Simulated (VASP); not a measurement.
# Sr (P6_3/mmc) in VASP: notebook

Sr is run at these levels: PBE, RPBE; tasks: single point.

Everything below comes from runs of VASP 6.6.1. Logs are shortened: lines on timing, memory, paths and dates and some standing lists are left out, and cuts for length are marked.

### Step 1. The cell of the first run

Symmetry: P6_3/mmc, No. 194, hexagonal system. The conventional cell has a = 4.310 Å, b = 4.310 Å, c = 7.050 Å, α = 90.00°, β = 90.00°, γ = 120.00°. Within 5.7 Å of Sr (site symmetry -6m2) lie 12 Sr at 4.31 Å.

This isn't the form of Sr at room conditions, which is fcc.

### Step 2. Single point, PBE

INCAR reads:

```
ALGO     = Normal         # electronic algorithm
EDIFF    = 1E-6           # SCF threshold, eV
ENCUT    = 520            # plane-wave cutoff, eV
GGA      = PE             # functional
ISIF     = 2              # what is computed and relaxed
ISMEAR   = -1             # smearing method
LASPH    = T              # aspherical terms in the spheres
LCHARG   = F              # write CHGCAR
LREAL    = F              # projectors in reciprocal space
LWAVE    = F              # write WAVECAR
NBANDS   = 17             # bands
NELM     = 100            # most SCF steps
PREC     = Accurate       # precision mode
SIGMA    = 0.2585199978643553 # smearing width, eV
```

KPOINTS reads:

```
k-points
0
Gamma
  6 6 2
```

POSCAR reads:

```
Sr
1.0
    4.3100002207      0.0000000000      0.0000000000
   -2.1550001104      3.7325696814      0.0000000000
    0.0000000000      0.0000000000      7.0500000000
Sr
2
Direct
    0.3333333333      0.6666666667      0.2500000000
    0.6666666667      0.3333333333      0.7500000000
```

Potentials or basis: VASP PAW PBE potentials, release 64 (Sr_sv).

The run is started by

```
$ cat potpaw_PBE.64/Sr_sv/POTCAR > POTCAR
$ mpirun -np 1 vasp_std > vasp.out
```

OUTCAR:

```text
EDIFF = 1E-6
   ENCUT = 520
   GGA = PE
   ISIF = 2
   ISMEAR = -1
   LASPH = T
   LREAL = F
   NELM = 100
   PREC = Accurate

 ion  position               nearest neighbor table
   1  0.333  0.667  0.250-   2 4.31   2 4.31   2 4.31   2 4.31   2 4.31   2 4.31
   2  0.667  0.333  0.750-   1 4.31   1 4.31   1 4.31   1 4.31   1 4.31   1 4.31

  LATTYP: Found a hexagonal cell.
 ALAT       =     4.3100002207
 C/A-ratio  =     1.6357307747

  Lattice vectors:

 A1 = (   4.3100002207,   0.0000000000,   0.0000000000)
 A2 = (  -2.1550001104,   3.7325696814,   0.0000000000)
 A3 = (   0.0000000000,   0.0000000000,   7.0500000000)

Analysis of symmetry for initial positions (statically):
=====================================================================
 Subroutine PRICEL returns:
 Original cell was already a primitive cell.

 Routine SETGRP: Setting up the symmetry group for a
 hexagonal supercell.

 Subroutine GETGRP returns: Found 24 space group operations
 (whereof 12 operations were pure point group operations)
 out of a pool of 24 trial point group operations.

The static configuration has the point symmetry D_3d.
 The point group associated with its full space group is D_6h.

Analysis of symmetry for dynamics (positions and initial velocities):
=====================================================================
 Subroutine PRICEL returns:
 Original cell was already a primitive cell.

 Routine SETGRP: Setting up the symmetry group for a
 hexagonal supercell.

 Subroutine GETGRP returns: Found 24 space group operations
 (whereof 12 operations were pure point group operations)
 out of a pool of 24 trial point group operations.

The dynamic configuration has the point symmetry D_3d.
 The point group associated with its full space group is D_6h.

 Subroutine INISYM returns: Found 24 space group operations
 (whereof 12 operations are pure point group operations),
 and found     1 'primitive' translations

----------------------------------------------------------------------------------------

                                     Primitive cell

  volume of cell :     113.4160

[... 68 lines left out ...]
   PREC   = accura    normal or accurate (medium, high low for compatibility)
   ISTART =      0    job   : 0-new  1-cont  2-samecut
   ICHARG =      2    charge: 1-file 2-atom 10-const
   ISPIN  =      1    spin polarized calculation?
   LNONCOLLINEAR =      F non collinear calculations
   LSORBIT =      F    spin-orbit coupling
   LASPH  =      T    aspherical Exc in radial PAW
   ENCUT  =  520.0 eV  38.22 Ry    6.18 a.u.   8.01  8.01 13.11*2*pi/ulx,y,z
   NELM   =    100;   NELMIN=  2; NELMDL= -5     # of ELM steps
   EDIFF  = 0.1E-05   stopping-criterion for ELM
   LREAL  =      F    real-space projection
   EDIFFG = 0.1E-04   stopping-criterion for IOM
   NSW    =      0    number of steps for IOM
   IBRION =     -1    ionic relax: 0-MD 1-quasi-New 2-CG
   NFREE  =      0    steps in history (QN), initial steepest desc. (CG)
   ISIF   =      2    stress and relaxation
   ISYM   =      2    0-nonsym 1-usesym 2-fastsym
   POTIM  = 0.5000    time-step for ionic-motion
   TEBEG  =    0.0;   TEEND  =   0.0 temperature during run
   PSTRESS=    0.0 pullay stress
   NELECT =      20.0000    total number of electrons
   NUPDOWN=      -1.0000    fix difference up-down
   EMIN   =  10.00;   EMAX   =-10.00  energy-range for DOS
   EFERMI =   0.00;   METHOD = LEGACY
   ISMEAR =    -1;   SIGMA  =   0.26  broadening in eV -4-tet -1-fermi 0-gaus
   EFERMI_NEDOS =   21; number of points for ismear=-14 and -15
   IALGO  =     38    algorithm
   IMIX   =      4    mixing-type and parameters
     AMIX     =   0.40;   BMIX     =  1.00
     AMIX_MAG =   1.60;   BMIX_MAG =  1.00
  volume/ion in A,a.u.               =      56.71       382.68
  Fermi-wavevector in a.u.,A,eV,Ry     =   0.918037  1.734838 11.466873  0.842791
  Thomas-Fermi vector in A             =   2.043073
   LORBIT       =      0    0 simple, 1 ext, 2 COOP (PROOUT), +10 PAW based schemes
   GGA     = PE    functional components
   LHFCALC =     F    Hartree Fock is set to
   AEXX    =    0.0000 exact exchange contribution
   IVDW    =     0    specifies the selected vdW correction
   LEPSILON=     F    determine dielectric tensor
   LRPA    =     F    only Hartree local field effects (RPA)
 non-spin polarized calculation
  energy-cutoff  :      520.00
  volume of cell :      113.42
 maximum number of plane-waves:      3090
   NGX = 17   NGY = 17   NGZ = 27

 number of electron      20.0000000 magnetization

 Free energy of the ion-electron system (eV)
  ---------------------------------------------------
  ext. energy  EPLUGINS =         0.00000000
  ---------------------------------------------------
  free energy    TOTEN  =        -3.56249942 eV

  energy without entropy =       -2.93507433  energy(sigma->0) =       -3.24878688

 E-fermi :   1.3772     XC(G=0):  -7.2513

 val. band max:        1.3708928849   @ k =   0.3333   0.3333   0.0000
 cond. band min:       1.4095014894   @ k =   0.1667   0.1667   0.0000
 fundamental gap:      0.0386086045
 Fermi energy:         1.3772321032

 k-point     1 :       0.0000    0.0000    0.0000
  band No.  band energies     occupation
      1     -35.1516      2.00000
      2     -35.1397      2.00000
      3     -17.2222      2.00000
      4     -17.0723      2.00000
      5     -17.0723      2.00000
      6     -17.0482      2.00000
[... 257 lines left out ...]
      4     -17.1879      2.00000
      5     -17.1536      2.00000
      6     -17.1536      2.00000
[... 9 lines left out ...]
     16       4.3036      0.00002
     17       5.5556      0.00000

------------------------ aborting loop because EDIFF is reached ----------------------------------------

  FORCE on cell =-STRESS in cart. coord.  units (eV):
  Direction    XX          YY          ZZ          XY          YZ          ZX
  --------------------------------------------------------------------------------------
  -------------------------------------------------------------------------------------
  Total       -0.1190411     -0.1190411     -0.3002807      0.0000000      0.0000000      0.0000000
  in kB       -1.6816411     -1.6816411     -4.2419320      0.0000000      0.0000000      0.0000000
  external PRESSURE =      -2.5350714 kB  Pullay stress =       0.0000000 kB

 VOLUME and BASIS-vectors are now :
 -----------------------------------------------------------------------------
  energy-cutoff  :      520.00
  volume of cell :      113.42
      direct lattice vectors                 reciprocal lattice vectors
     4.310000221  0.000000000  0.000000000     0.232018550  0.133955972  0.000000000
    -2.155000110  3.732569681  0.000000000     0.000000000  0.267911944  0.000000000
     0.000000000  0.000000000  7.050000000     0.000000000  0.000000000  0.141843972

 POSITION                                       TOTAL-FORCE (eV/Angst)
 -----------------------------------------------------------------------------------
     -0.00000      2.48838      1.76250        -0.000000      0.000000      0.000000
      2.15500      1.24419      5.28750         0.000000     -0.000000      0.000000
 -----------------------------------------------------------------------------------
    total drift:                               -0.000000      0.000000     -0.000000

  FREE ENERGIE OF THE ION-ELECTRON SYSTEM (eV)
  ---------------------------------------------------
  free  energy   TOTEN  =        -3.5624994188 eV

  energy  without entropy=       -2.9350743346  energy(sigma->0) =       -3.24878688
```

stdout:

```text
POSCAR found type information on POSCAR Sr
 POSCAR found :  1 types and       2 ions
 scaLAPACK will be used
 LDA part: xc-table for (Slater+PW92), standard interpolation
 POSCAR, INCAR and KPOINTS ok, starting setup
 FFT: planning ... GRIDC
 FFT: planning ... GRID_SOFT
 FFT: planning ... GRID
 WAVECAR not read
 entering main loop
```

Run time: 36 s. Hardware: 1 thread of Intel Xeon 8259CL, shared host; peak memory 0.23 GiB.

What came out:

```yaml
Free_energy: -3.5625 eV
Pressure: -0.3 GPa
Band_gap_on_the_k_mesh: zero (bands 10 and 11 overlap by 0.24 eV)
```

Caveat: the k points lie up to 0.45 Å⁻¹ apart.

### Step 3. Single point, RPBE

INCAR reads:

```
ALGO = Normal
EDIFF = 1E-7
ENCUT = 520
GGA = RP
ISIF = 2
ISMEAR = 0
ISYM = 0
LASPH = T
LCHARG = T
LELF = T
LREAL = F
LVHAR = T
LWAVE = F
NBANDS = 17
NELM = 80
PREC = Accurate
SIGMA = 0.1
```

KPOINTS reads:

```
Automatic mesh
0
Gamma
  2 6 3
  0.5 0.5 0.5
```

POSCAR is that of step 2.

Potentials or basis: VASP PAW PBE potentials, release 64 (Sr_sv).

The run is started by

```
$ cat potpaw_PBE.64/Sr_sv/POTCAR > POTCAR
$ mpirun -np 1 vasp_std > vasp.out
```

OUTCAR:

```text
EDIFF = 1E-7
   ENCUT = 520
   GGA = RP
   ISIF = 2
   ISMEAR = 0
   ISYM = 0
   LASPH = T
   LREAL = F
   NELM = 80
   PREC = Accurate

 ion  position               nearest neighbor table
   1  0.333  0.667  0.250-   2 4.31   2 4.31   2 4.31   2 4.31   2 4.31   2 4.31
   2  0.667  0.333  0.750-   1 4.31   1 4.31   1 4.31   1 4.31   1 4.31   1 4.31

IMPORTANT INFORMATION: All symmetrisations will be switched off!
NOSYMM: (Re-)initialisation of all symmetry stuff for point group C_1.

----------------------------------------------------------------------------------------

                                     Primitive cell

  volume of cell :     113.4160

  direct lattice vectors                    reciprocal lattice vectors
     4.310000221  0.000000000  0.000000000     0.232018550  0.133955972  0.000000000
    -2.155000110  3.732569681  0.000000000     0.000000000  0.267911944  0.000000000
     0.000000000  0.000000000  7.050000000     0.000000000  0.000000000  0.141843972

  length of vectors
     4.310000221  4.310000221  7.050000000     0.267911944  0.267911944  0.141843972

  position of ions in fractional coordinates (direct lattice)
[... 141 lines left out ...]

 E-fermi :   1.6886     XC(G=0):  -7.1524

 val. band max:        1.6008701830   @ k =   0.2500   0.2500   0.1667
 cond. band min:       1.7875828292   @ k =  -0.2500  -0.4167   0.1667
 fundamental gap:      0.1867126462
 Fermi energy:         1.6886418152

 k-point     1 :       0.2500    0.0833    0.1667
  band No.  band energies     occupation
      1     -35.1576      2.00000
      2     -35.1511      2.00000
      3     -17.1903      2.00000
      4     -17.1633      2.00000
      5     -17.1523      2.00000
      6     -17.1134      2.00000
[... 337 lines left out ...]
      4     -17.2021      2.00000
      5     -17.1233      2.00000
      6     -17.1233      2.00000
[... 9 lines left out ...]
     16       4.2903      0.00000
     17       5.5951      0.00000

------------------------ aborting loop because EDIFF is reached ----------------------------------------

  FORCE on cell =-STRESS in cart. coord.  units (eV):
  Direction    XX          YY          ZZ          XY          YZ          ZX
  --------------------------------------------------------------------------------------
  -------------------------------------------------------------------------------------
  Total       -0.2735432      1.1442509      0.8697528      0.1016483     -0.0000075      0.0000020
  in kB       -3.8642231     16.1643225     12.2866102      1.4359401     -0.0001055      0.0000277
  external PRESSURE =       8.1955699 kB  Pullay stress =       0.0000000 kB

 VOLUME and BASIS-vectors are now :
 -----------------------------------------------------------------------------
  energy-cutoff  :      520.00
  volume of cell :      113.42
      direct lattice vectors                 reciprocal lattice vectors
     4.310000221  0.000000000  0.000000000     0.232018550  0.133955972  0.000000000
    -2.155000110  3.732569681  0.000000000     0.000000000  0.267911944  0.000000000
     0.000000000  0.000000000  7.050000000     0.000000000  0.000000000  0.141843972

 POSITION                                       TOTAL-FORCE (eV/Angst)
 -----------------------------------------------------------------------------------
     -0.00000      2.48838      1.76250         0.004668      0.025671      0.000002
      2.15500      1.24419      5.28750        -0.004668     -0.025671     -0.000002
 -----------------------------------------------------------------------------------
    total drift:                               -0.000001      0.000000     -0.000000

  FREE ENERGIE OF THE ION-ELECTRON SYSTEM (eV)
  ---------------------------------------------------
  free  energy   TOTEN  =        -2.9425197785 eV

  energy  without entropy=       -2.9359737778  energy(sigma->0) =       -2.93924678
```

OSZICAR:

```text
N       E                     dE             d eps       ncg     rms          rms(c)
DAV:   1     0.105690038568E+03    0.10569E+03   -0.91637E+03   612   0.973E+02
DAV:   2     0.540660182859E+01   -0.10028E+03   -0.98936E+02   781   0.227E+02
DAV:   3    -0.277758573971E+01   -0.81842E+01   -0.81632E+01  1111   0.458E+01
DAV:   4    -0.291224456073E+01   -0.13466E+00   -0.13449E+00   854   0.565E+00
DAV:   5    -0.291504421391E+01   -0.27997E-02   -0.27995E-02   984   0.637E-01    0.172E+01
DAV:   6    -0.292983416028E+01   -0.14790E-01   -0.22343E-02   856   0.148E+00    0.968E+00
DAV:   7    -0.294184630820E+01   -0.12012E-01   -0.39501E-02   719   0.198E+00    0.568E-01
DAV:   8    -0.294239488698E+01   -0.54858E-03   -0.39004E-03   984   0.398E-01    0.194E-01
DAV:   9    -0.294247697965E+01   -0.82093E-04   -0.18789E-04   895   0.869E-02    0.460E-02
DAV:  10    -0.294252222958E+01   -0.45250E-04   -0.28286E-05   840   0.378E-02    0.196E-02
DAV:  11    -0.294252068044E+01    0.15491E-05   -0.11436E-06   846   0.654E-03    0.352E-03
DAV:  12    -0.294251957949E+01    0.11010E-05   -0.39704E-07   696   0.372E-03    0.175E-03
DAV:  13    -0.294251983353E+01   -0.25404E-06   -0.55535E-08   584   0.168E-03    0.326E-04
DAV:  14    -0.294251977853E+01    0.55003E-07   -0.11261E-08   552   0.686E-04
   1 F= -.29425198E+01 E0= -.29392468E+01  d E =-.654600E-02
```

stdout:

```text
POSCAR found type information on POSCAR Sr
 POSCAR found :  1 types and       2 ions
 scaLAPACK will be used
 -----------------------------------------------------------------------------
|                                                                             |
|                                                                             |
[... 21 lines left out ...]
|     Results are often still useful ...                                      |
|                                                                             |
 -----------------------------------------------------------------------------

 POSCAR, INCAR and KPOINTS ok, starting setup
 FFT: planning ... GRIDC
 FFT: planning ... GRID_SOFT
 FFT: planning ... GRID
 WAVECAR not read
 entering main loop
```

Run time: 48 s. Hardware: 1 thread of Intel Xeon 8259CL, shared host; peak memory 0.23 GiB.

The run converged, but its numbers aren't listed here, since they failed a check.

Caveat: the k points lie up to 0.74 Å⁻¹ apart; the mesh shows a gap though the element is a metal; the PAW data sets were made with another functional, which shifts forces and pressure a little.

### Step 4. Single point, RPBE

INCAR reads:

```
ALGO = Normal
EDIFF = 1E-6
ENCUT = 500
GGA = RP
GGA_COMPAT = F
ISIF = 2
ISMEAR = 0
ISYM = -1
LASPH = T
LCHARG = T
LELF = T
LREAL = F
LVHAR = T
LWAVE = F
NBANDS = 17
NELM = 120
PREC = Accurate
SIGMA = 0.1
```

KPOINTS reads:

```
explicit points
18
Reciprocal
  0.25000000   0.08333333   0.16666667 2
  0.25000000   0.08333333   0.50000000 2
  0.25000000   0.08333333   0.83333333 2
  0.25000000   0.25000000   0.16666667 2
  0.25000000   0.25000000   0.50000000 2
  0.25000000   0.25000000   0.83333333 2
  0.25000000   0.41666667   0.16666667 2
  0.25000000   0.41666667   0.50000000 2
  0.25000000   0.41666667   0.83333333 2
  0.25000000   0.58333333   0.16666667 2
  0.25000000   0.58333333   0.50000000 2
  0.25000000   0.58333333   0.83333333 2
  0.25000000   0.75000000   0.16666667 2
  0.25000000   0.75000000   0.50000000 2
  0.25000000   0.75000000   0.83333333 2
  0.25000000   0.91666667   0.16666667 2
  0.25000000   0.91666667   0.50000000 2
  0.25000000   0.91666667   0.83333333 2
```

POSCAR is that of step 3.

The run is started by

```
$ cat potpaw_PBE.64/Sr_sv/POTCAR > POTCAR
$ mpirun -np 1 vasp_std > vasp.out
```

It took 53 s on 1 thread of AMD EPYC 7R43 (Zen 3), shared host; peak memory 0.18 GiB.

The run converged. Its results:

* Free energy: -2.9424 eV
* Pressure: 0.8 GPa
* Largest force: 0.026 eV/Å

Forces in eV/Å, atoms in the order of the input:
```
Sr   0.005  0.026  0.000
Sr  -0.005 -0.026  0.000
```

Stress tensor (GPa, compression positive):
```
-0.39  0.14  0.00
 0.14  1.61  0.00
 0.00  0.00  1.22
```

Levels at points of the mesh, in eV from the Fermi level:
```
           k point  band 8  band 9  band 10  band 11  band 12  band 13
(0.25, 0.08, 0.17)  -18.75   -2.44    -0.64     0.24     0.67     1.58
```

Caveat: the PAW data sets were made with another functional, which shifts forces and pressure a little.
